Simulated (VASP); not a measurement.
A run of VASP 6.6.1:

Contents of POSCAR:

```
Sn
1.0
   -1.9480501607      1.9480501607      1.7922061478
    1.9480501607     -1.9480501607      1.7922061478
    1.9480501607      1.9480501607     -1.7922061478
Sn
1
Direct
    0.0000000000      0.0000000000      0.0000000000
```

File INCAR.step1:

```
  PREC = Accurate
  ENCUT = 520
  ISMEAR = 0
  SIGMA = 0.15
  LREAL = F
  LASPH = T
  NELM = 60
  NBANDS = 13
  GGA = PE
  ALGO = Normal
  EDIFF = 1E-4
  LWAVE = T
  LCHARG = F
```

File INCAR.step2:

```
  PREC = Accurate
  ENCUT = 520
  EDIFF = 1E-6
  ISMEAR = 0
  SIGMA = 0.15
  LREAL = F
  LASPH = T
  NELM = 60
  ALGO = Normal
  ISIF = 2
  LWAVE = F
  LCHARG = T
  METAGGA = R2SCAN
  LMIXTAU = T
  LELF = T
  LVHAR = T
  NBANDS = 13
  ISTART = 1
```

Contents of KPOINTS:

```
Automatic mesh
0
Gamma
  20 20 20
```

Potentials or basis: VASP PAW PBE potentials, release 64 (Sn_d).

Run with:

```sh
$ cat potpaw_PBE.64/Sn_d/POTCAR > POTCAR
$ cp INCAR.step1 INCAR
$ mpirun -np 1 vasp_std > vasp.out
$ cp INCAR.step2 INCAR
$ mpirun -np 1 vasp_std > vasp.out
```

Hardware: 1 thread of Intel Xeon 8259CL, with other jobs on the host.

Task: How long does it take, and how much memory?

Result: It took 11 min on 1 thread of Intel Xeon 8259CL, with other jobs on the host, peak memory 0.32 GiB. Counts: k points 641.
